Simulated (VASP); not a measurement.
# GePt (Fm-3m) in VASP: further runs, part 2 of 2

VASP 6.6.1.

## (4) Relaxation of cell and atoms, PBE

Input file INCAR:

```
SYSTEM = GePt
  ALGO = Normal
  EDIFF = 1E-7
  EDIFFG = -0.04
  ENCUT = 600
  GGA = PE
  IBRION = 2
  ISIF = 3
  ISMEAR = 0
  LASPH = .True.
  LCHARG = .False.
  LREAL = .False.
  LWAVE = .False.
  NELM = 100
  NSW = 90
  PREC = Accurate
  SIGMA = 0.1
```

Input file KPOINTS:

```
k-points
0
Gamma
  6 6 6
  0 0 0
```

Input file POSCAR:

```
GePt
1.0
    0.0000000000      2.5787679100      2.5787679100
    2.5787679100      0.0000000000      2.5787679100
    2.5787679100      2.5787679100      0.0000000000
Ge Pt
1 1
Direct
    0.5000000000      0.5000000000      0.5000000000
    0.0000000000      0.0000000000      0.0000000000
```

Potentials or basis: VASP PAW PBE potentials, release 64 (Ge_d, Pt).

Launch:

```console
$ cat potpaw_PBE.64/Ge_d/POTCAR potpaw_PBE.64/Pt/POTCAR > POTCAR
$ mpirun -np 1 vasp_std > vasp.out
```

OUTCAR:

```text
SYSTEM = GePt
   EDIFF = 1E-7
   EDIFFG = -0.04
   ENCUT = 600
   GGA = PE
   IBRION = 2
   ISIF = 3
   ISMEAR = 0
   LASPH = .True.
   LREAL = .False.
   NELM = 100
   NSW = 90
   PREC = Accurate

 ion  position               nearest neighbor table
   1  0.500  0.500  0.500-   2 2.58   2 2.58   2 2.58   2 2.58   2 2.58   2 2.58
   2  0.000  0.000  0.000-   1 2.58   1 2.58   1 2.58   1 2.58   1 2.58   1 2.58

  LATTYP: Found a face centered cubic cell.
 ALAT       =     5.1575358200

  Lattice vectors:

 A1 = (   0.0000000000,   2.5787679100,   2.5787679100)
 A2 = (   2.5787679100,   0.0000000000,   2.5787679100)
 A3 = (   2.5787679100,   2.5787679100,   0.0000000000)

Analysis of symmetry for initial positions (statically):
=====================================================================
 Subroutine PRICEL returns:
 Original cell was already a primitive cell.

 Routine SETGRP: Setting up the symmetry group for a
 face centered cubic supercell.

 Subroutine GETGRP returns: Found 48 space group operations
[... 142 lines left out ...]
  energy-cutoff  :      600.00
  volume of cell :       34.30
 maximum number of plane-waves:      1167
 NGX is ok and might be reduce to    30
   NGX = 15   NGY = 15   NGZ = 15

--------------------------------------- Ionic step        1  -------------------------------------------

 number of electron      24.0000002 magnetization

 Free energy of the ion-electron system (eV)
  ---------------------------------------------------
  ext. energy  EPLUGINS =         0.00000000
  ---------------------------------------------------
  free energy    TOTEN  =       -11.02311523 eV

  energy without entropy =      -11.01711055  energy(sigma->0) =      -11.02011289

------------------------ aborting loop because EDIFF is reached ----------------------------------------

  FORCE on cell =-STRESS in cart. coord.  units (eV):
  Direction    XX          YY          ZZ          XY          YZ          ZX
  --------------------------------------------------------------------------------------
  -------------------------------------------------------------------------------------
  Total        0.9319234      0.9319234      0.9319234      0.0000000      0.0000000      0.0000000
  in kB       43.5335467     43.5335467     43.5335467      0.0000000      0.0000000      0.0000000
  external PRESSURE =      43.5335467 kB  Pullay stress =       0.0000000 kB
[... 59 lines left out ...]
--------------------------------------- Ionic step        3  -------------------------------------------

 number of electron      23.9999989 magnetization

 Free energy of the ion-electron system (eV)
  ---------------------------------------------------
  ext. energy  EPLUGINS =         0.00000000
  ---------------------------------------------------
  free energy    TOTEN  =       -11.03661089 eV

  energy without entropy =      -11.02953651  energy(sigma->0) =      -11.03307370

 E-fermi :   7.8001     XC(G=0): -11.9534

 val. band max:        7.7904585020   @ k =  -0.3333   0.5000   0.1667
 cond. band min:       8.1622091199   @ k =  -0.1667   0.1667   0.0000
 fundamental gap:      0.3717506180
 Fermi energy:         7.8001388907

 k-point     1 :       0.0000    0.0000    0.0000
  band No.  band energies     occupation
      1     -16.7126      2.00000
      2     -16.7126      2.00000
      3     -16.6807      2.00000
      4     -16.6807      2.00000
      5     -16.6807      2.00000
      6      -3.8288      2.00000
[... 322 lines left out ...]
  FREE ENERGIE OF THE ION-ELECTRON SYSTEM (eV)
  ---------------------------------------------------
  free  energy   TOTEN  =       -11.0366108944 eV

  energy  without entropy=      -11.0295365055  energy(sigma->0) =      -11.03307370

 reached required accuracy - stopping structural energy minimisation
```

CONTCAR:

```text
GePt
   1.00000000000000
     0.0000000000000000    2.6046171098867368    2.6046171098867368
     2.6046171098867368    0.0000000000000000    2.6046171098867368
     2.6046171098867368    2.6046171098867368   -0.0000000000000000
  Ge              Pt
     1     1
Direct
     0.5000000000000000    0.5000000000000000    0.5000000000000000
     0.0000000000000000    0.0000000000000000    0.0000000000000000

  0.00000000E+00  0.00000000E+00  0.00000000E+00
  0.00000000E+00  0.00000000E+00  0.00000000E+00
```

Wall time 49 s (1 thread of AMD EPYC 7R43 (Zen 3), shared host); peak memory 0.14 GiB.

What came out:

- Free energy: -11.0366 eV
- Relaxed volume: 17.67 Å³/atom
- Relaxed cell: a = 3.683 Å, b = 3.683 Å, c = 3.683 Å, α = 60.00°, β = 60.00°, γ = 60.00°
- Space group after relaxing (to 0.1 Å): Fm-3m (No. 225)
- Energy gained by relaxing: 6.7 meV/atom
- Ionic steps: 3
- Pressure after relaxing: 0.0 GPa
- Band gap on the k mesh: zero (bands 12 and 13 overlap by 3.16 eV)

The path:
```csv
step,energy change (eV),largest force (eV/Å),pressure (GPa),volume (Å³)
1,0.0000,0.0000,4.35,34.30
2,0.0055,0.0000,-4.38,36.66
3,-0.0135,0.0000,-0.02,35.34
```

Final structure:
```
Ge Pt
1.0
     0.00000    2.60462    2.60462
     2.60462    0.00000    2.60462
     2.60462    2.60462    0.00000
Ge Pt
1 1
Direct
  0.50000 0.50000 0.50000
  0.00000 0.00000 0.00000
```

Levels at points of the mesh, in eV from the Fermi level:
```
           k point  band 9  band 10  band 11  band 12  band 13  band 14  band 15  band 16
(0.00, 0.00, 0.00)   -3.10    -2.94    -2.94     2.88     2.88     2.88     6.70     9.87
(0.50, 0.00, 0.00)   -4.40    -2.11    -2.11    -1.34     5.46     6.67     6.67     7.38
(0.50, 0.50, 0.00)   -2.46    -1.77    -1.77    -0.60    -0.09    -0.09     2.68     9.41
```

Caveat: spin-orbit coupling is left out, which moves the levels of the heavy elements.

## (5) Overview

| task | cell | cutoff (eV) | gap on the mesh (eV) | pressure (GPa) |
| --- | --- | --- | --- | --- |
| single point | a = 3.647 Å, angles 60.0°, 2 atoms | 520 | none | 4.2 |
| single point | a = 3.684 Å, angles 60.0°, 2 atoms | 520 | none | -0.1 |
| relaxation of cell and atoms | relaxed from a = 3.647 Å, angles 60.0°, 2 atoms | 600 | none | 0.0 |

Alike in all rows: level PBE; potentials or basis VASP PAW PBE potentials, release 64 (Ge_d, Pt); no spin polarisation; k mesh 6 × 6 × 6; smearing gaussian 0.1 eV.

Caveats: spin-orbit coupling is left out, which moves the levels of the heavy elements; the cell stands under pressure (at least some runs).

Absolute energies hang on the potentials; compare differences alone.
